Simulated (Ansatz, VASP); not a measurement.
## LaB6 in VASP and in Ansatz

The input INCAR:

```
  ALGO = Normal
  EDIFF = 1E-6
  EDIFFG = -0.01
  ENCUT = 600
  IBRION = 2
  ISIF = 3
  ISMEAR = -1
  LASPH = True
  LCHARG = False
  LREAL = False
  LWAVE = False
  NELM = 100
  NSW = 80
  PREC = Accurate
  SIGMA = 0.1
```

File KPOINTS:

```
k-points
0
Gamma
  8 8 8
```

Contents of POSCAR:

```
LaB6
1.0
    4.1570000000      0.0000000000      0.0000000000
    0.0000000000      4.1570000000      0.0000000000
    0.0000000000      0.0000000000      4.1570000000
La B
1 6
Direct
    0.0000000000      0.0000000000      0.0000000000
    0.1975000000      0.5000000000      0.5000000000
    0.5000000000      0.1975000000      0.5000000000
    0.8025000000      0.5000000000      0.5000000000
    0.5000000000      0.8025000000      0.5000000000
    0.5000000000      0.5000000000      0.1975000000
    0.5000000000      0.5000000000      0.8025000000
```

Input for Ansatz:

```yaml
crystal:
  lattice:
    - [4.157, 0.0, 0.0]
    - [0.0, 4.157, 0.0]
    - [0.0, 0.0, 4.157]
  atoms:
    - { symbol: La, position: [0.0, 0.0, 0.0] }
    - { symbol: B, position: [0.1975, 0.5, 0.5] }
    - { symbol: B, position: [0.5, 0.1975, 0.5] }
    - { symbol: B, position: [0.8025, 0.5, 0.5] }
    - { symbol: B, position: [0.5, 0.8025, 0.5] }
    - { symbol: B, position: [0.5, 0.5, 0.1975] }
    - { symbol: B, position: [0.5, 0.5, 0.8025] }
  symmetry: { tolerance: 0.0003 }
hamiltonian:
  xc: lda
  pseudopotentials: { kind: paw, azcp: { folder: soft_1 } }
basis:
  ecutwfc: 420
magnetization:
  spin_polarized: false
scf:
  occupations: { method: fermi_dirac, width: 0.1 }
kpoints:
  mp_grid: { grid: [8, 8, 8], shift: [0, 0, 0] }
output:
  forces: true
  stress: true
  eigenvalues: true
relax:
  max_steps: 60
  cell: {}
```

Alike in both runs: task relaxation of cell and atoms; functional LDA; k mesh 8 × 8 × 8; occupations fermi-dirac, width 0.1 eV; no spin polarisation.

|  | VASP | Ansatz |
| --- | --- | --- |
| version | VASP 6.6.1 | Ansatz 0.2.0 |
| potentials or method | VASP PAW LDA potentials, release 64 (La, B), cutoff 600 eV | PAW plane waves |
| valence electrons in the cell | 29 | 29 |

VASP gave:

```
gap on the k mesh at the Fermi level, each at its own relaxed structure (eV)  : none
relaxed volume (Å³/atom)                                                      : 9.84
relaxed length of the cell vector where the two differ most in proportion (Å) : 4.099
```

**Question.** Estimate Ansatz's values.

**Answer.** gap on the k mesh at the Fermi level, each at its own relaxed structure (eV): none; relaxed volume (Å³/atom): 9.83; relaxed length of the cell vector where the two differ most in proportion (Å): 4.098.

Ansatz warns that its potentials were made for another functional, while VASP's fit it. LDA's correlation is that of Perdew and Zunger in VASP and of Perdew and Wang (1992) in Ansatz. A gap of «none» marks a metal or a gap that the smearing closes.

Neither program's run includes spin-orbit coupling.
